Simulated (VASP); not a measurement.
Set up this calculation in VASP 6.6.1, as the native input.

```
Task                   : relaxation of shape and atoms at fixed volume
Functional             : LDA
Potentials or basis    : VASP PAW LDA potentials, release 64 (Pt)
Cutoff                 : 600 eV
k mesh                 : 16 × 16 × 9
Occupations            : fermi-dirac, width 0.08 eV
Spin                   : no spin polarisation
Dipole correction      : no
Further INCAR settings : ALGO = Normal; EDIFF = 1e-06; IBRION = 2; EDIFFG = -0.005; NSW = 50; ISIF = 4
```

The structure of Pt lies in POSCAR:

```
Pt
1.0
    2.2892029094      0.0000000000      0.0000000000
   -1.1446014547      1.9825078740      0.0000000000
    0.0000000000      0.0000000000      3.9290986797
Pt
2
Direct
    0.3333333333      0.6666666667      0.2500000000
    0.6666666667      0.3333333333      0.7500000000
```

The input as run:

INCAR

```
ALGO = Normal
EDIFF = 1E-6
EDIFFG = -0.005
ENCUT = 600
IBRION = 2
ISIF = 4
ISMEAR = -1
LASPH = True
LCHARG = False
LREAL = False
LWAVE = False
NELM = 60
NSW = 50
PREC = Accurate
SIGMA = 0.08
```

KPOINTS

```
k-points
0
Gamma
  16 16 9
```

Potentials or basis: VASP PAW LDA potentials, release 64 (Pt).

Launch:

```console
$ cat potpaw_LDA.64/Pt/POTCAR > POTCAR
$ mpirun -np 1 vasp_std > vasp.out
```

Results of the run:

```json
{
 "Energy gained by relaxing": "21.6 meV/atom",
 "Ionic steps": "16",
 "Pressure after relaxing": "572.3 GPa",
 "Band gap on the k mesh": "zero (band 10 reaches 26.05 eV, above the bottom of band 11 at 22.83 eV)"
}
```

Caveat: spin-orbit coupling is left out, which moves the levels of the heavy elements.

It took 63 s on 1 thread of Intel(R) Xeon(R) 6975P-C (Granite Rapids), with other jobs on the host, peak memory 0.16 GiB.
